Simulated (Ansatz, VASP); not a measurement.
# One calculation of CdS, two programs

Contents of INCAR:

```
PREC = Accurate
ENCUT = 600
EDIFF = 1E-6
ISMEAR = -1
SIGMA = 0.08
LREAL = F
LASPH = T
NELM = 80
ALGO = Normal
ISIF = 3
LWAVE = F
LCHARG = F
GGA = PS
IBRION = 2
NSW = 100
EDIFFG = -0.002
```

The input KPOINTS:

```
regular mesh
0
Gamma
  12 12 6
```

The input POSCAR:

```
CdS
1.0
    4.1500000000      0.0000000000      0.0000000000
   -2.0750000000      3.5940054257      0.0000000000
    0.0000000000      0.0000000000      6.7370000000
Cd S
2 2
Direct
    0.3333333333      0.6666666667      0.0000000000
    0.6666666667      0.3333333333      0.5000000000
    0.3333333333      0.6666666667      0.3750000000
    0.6666666667      0.3333333333      0.8750000000
```

Input for Ansatz:

```yaml
crystal:
  lattice:
    - [4.15, 0.0, 0.0]
    - [-2.075, 3.5940054257, 0.0]
    - [0.0, 0.0, 6.737]
  atoms:
    - { symbol: Cd, position: [0.333333333333, 0.666666666667, 0.0] }
    - { symbol: Cd, position: [0.666666666667, 0.333333333333, 0.5] }
    - { symbol: S, position: [0.333333333333, 0.666666666667, 0.375] }
    - { symbol: S, position: [0.666666666667, 0.333333333333, 0.875] }
kpoints:
  mp_grid: { grid: [12, 12, 6] }
scf:
  occupations: { method: fermi_dirac, width: 0.08 }
hamiltonian:
  xc: pbesol
  pseudopotentials: { kind: paw }
relax:
  f_tol: 0.002
  max_steps: 80
  cell: {}
output:
  forces: true
  stress: true
  write_density: true
  write_potential: true
  elf: true
  volumetric_format: npy
```

Alike in both runs: task relaxation of cell and atoms; functional PBEsol; k mesh 12 × 12 × 6; occupations fermi-dirac, width 0.08 eV; no spin polarisation.

```csv
,VASP,Ansatz
version,VASP 6.6.1,Ansatz 0.2.0
potentials or method,"VASP PAW PBE potentials, release 64 (Cd, S)","PAW with Ansatz's default frozen-core files, scalar-relativistic"
plane-wave cutoff (eV),600,420
valence electrons in the cell,36,52
```

VASP gave:

```
relaxed volume (Å³/atom)                                                      : 24.85
relaxed length of the cell vector where the two differ most in proportion (Å) : 6.726
```

Problem. Which values does Ansatz return?

Solution. Relaxed volume (Å³/atom): 24.70; relaxed length of the cell vector where the two differ most in proportion (Å): 6.710.

VASP's potentials were made for PBE, not for PBEsol. VASP's potentials hold 36 valence electrons a cell and Ansatz's 52, so a difference there can come from the potentials and not from the codes.
